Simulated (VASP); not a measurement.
Wanted: the native input for a VASP 6.6.1 run.

* Task: single point
* Functional: PBEsol
* Potentials or basis: VASP PAW PBE potentials, release 64 (K_sv, I)
* Cutoff: 500 eV
* k mesh: 7 × 7 × 7
* Occupations: fermi-dirac, width 0.02 eV
* Spin: no spin polarisation
* Dipole correction: no
* Further INCAR settings: ALGO = Normal; EDIFF = 1e-06; NBANDS = 15

The structure of KI lies in POSCAR:

```
KI
1.0
    0.0000000000      3.5561715428      3.5561715428
    3.5561715428      0.0000000000      3.5561715428
    3.5561715428      3.5561715428      0.0000000000
K I
1 1
Direct
    0.0000000000      0.0000000000      0.0000000000
    0.5000000000      0.5000000000      0.5000000000
```

One way to write it, as run:

INCAR

```
ALGO = Normal
EDIFF = 1E-6
ENCUT = 500
GGA = PS
GGA_COMPAT = F
ISIF = 2
ISMEAR = -1
LASPH = T
LCHARG = F
LREAL = F
LWAVE = F
NBANDS = 15
NELM = 120
PREC = Accurate
SIGMA = 0.02
```

KPOINTS

```
k-points
0
Gamma
  7 7 7
```

Potentials or basis: VASP PAW PBE potentials, release 64 (K_sv, I).

Run with:

```bash
$ cat potpaw_PBE.64/K_sv/POTCAR potpaw_PBE.64/I/POTCAR > POTCAR
$ mpirun -np 1 vasp_std > vasp.out
```

It gave:

| Item | Value |
| --- | --- |
| Pressure | -0.5 GPa |
| Band gap on the k mesh | 3.77 eV |

Caveat: the PAW data sets were made with another functional, which shifts forces and pressure a little; spin-orbit coupling is left out, which moves the levels of the heavy elements; an odd mesh through Γ misses points on the zone boundary, where band edges can lie.

Run time: 64 s on 1 thread of Intel Xeon 8259CL, with other jobs on the host, peak memory 0.24 GiB.
